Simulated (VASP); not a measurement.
**Os: single point with PBE**

Os:

```
CELL_PARAMETERS angstrom
2.74613 0.00000 0.00000
-1.37307 2.37822 0.00000
0.00000 0.00000 4.32631
ATOMIC_POSITIONS crystal
Os 0.33333 0.66667 0.25000
Os 0.66667 0.33333 0.75000
```

```yaml
Program: VASP 6.6.1
Task: single point
Functional: PBE
Potentials_or_basis: VASP PAW PBE potentials, release 64 (Os)
Cutoff: 600 eV
k_mesh: 2 × 3 × 5
Occupations: gaussian, width 0.1 eV
Spin: no spin polarisation
Dipole_correction: no
Further_INCAR_settings: ALGO = Normal; EDIFF = 1e-06; NBANDS = 15; ISYM = 0
```

The pressure is 12.8 GPa. The largest force is 1.177 eV/Å. The band gap on the k mesh is zero (bands 8 and 9 overlap by 3.31 eV).

Forces on the atoms (eV/Å):
```
Os   0.378  1.114  0.000
Os  -0.378 -1.114  0.000
```

Stress tensor (GPa, compression positive):
```
  3.52 -10.55   0.00
-10.55  29.76   0.00
  0.00   0.00   5.24
```

Levels at points of the mesh, in eV from the Fermi level:
```tsv
k point	band 4	band 5	band 6	band 7	band 8	band 9	band 10	band 11	band 12	band 13
(0.00, 0.00, 0.00)	-3.54	-3.22	-2.77	-2.71	-2.08	-1.91	-0.39	1.15	1.30	8.54
(0.50, 0.00, 0.00)	-3.93	-3.41	-2.99	-2.27	1.40	1.95	2.29	3.77	5.02	8.66
```

It took 9.7 s on 1 thread of Intel(R) Xeon(R) Platinum 8259CL CPU @ 2.50GHz (Skylake/Cascade Lake), with other jobs on the host, peak memory 0.15 GiB.

Caveat: the k points lie up to 1.16 Å⁻¹ apart, too coarse for converged energies and pressures of a metal; spin-orbit coupling is left out, which moves the levels of the heavy elements; forces of over 1 eV/Å act on the atoms, so gaps and moduli don't describe the material at rest.
